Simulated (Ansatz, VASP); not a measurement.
# Two plane-wave programs on TiB2

```
CELL_PARAMETERS angstrom
3.02920 0.00000 0.00000
-1.51460 2.62336 0.00000
0.00000 0.00000 3.22840
ATOMIC_POSITIONS crystal
Ti 0.00000 0.00000 0.00000
B 0.66667 0.33333 0.50000
B 0.33333 0.66667 0.50000
```

Alike in both runs: task single point; functional r2SCAN-based global hybrid with a share of 0.35 of exact exchange; k mesh 6 × 6 × 5; occupations fermi-dirac, width 0.05 eV; no spin polarisation.

|  | VASP | Ansatz |
| --- | --- | --- |
| version | VASP 6.6.1 | Ansatz 0.2.0 |
| potentials or method | VASP PAW PBE potentials, release 64 (Ti_sv, B) | Ansatz PAW |
| plane-wave cutoff (eV) | 520 | 500 |
| valence electrons in the cell | 18 | 18 |

Ansatz gave:

- gap on the k mesh at the Fermi level (eV): none
- pressure (GPa): -7.3
- traceless stress, the component that is largest in VASP (GPa): -1.50

Task: Which values does VASP return?

Result: gap on the k mesh at the Fermi level (eV): none; pressure (GPa): -7.0; traceless stress, the component that is largest in VASP (GPa): -1.05.

VASP's potentials were made for PBE, not for r2SCAN-based global hybrid. A gap of «none» marks a metal or a gap that the smearing closes.

The k mesh is coarse, so the values compare programs but aren't converged.
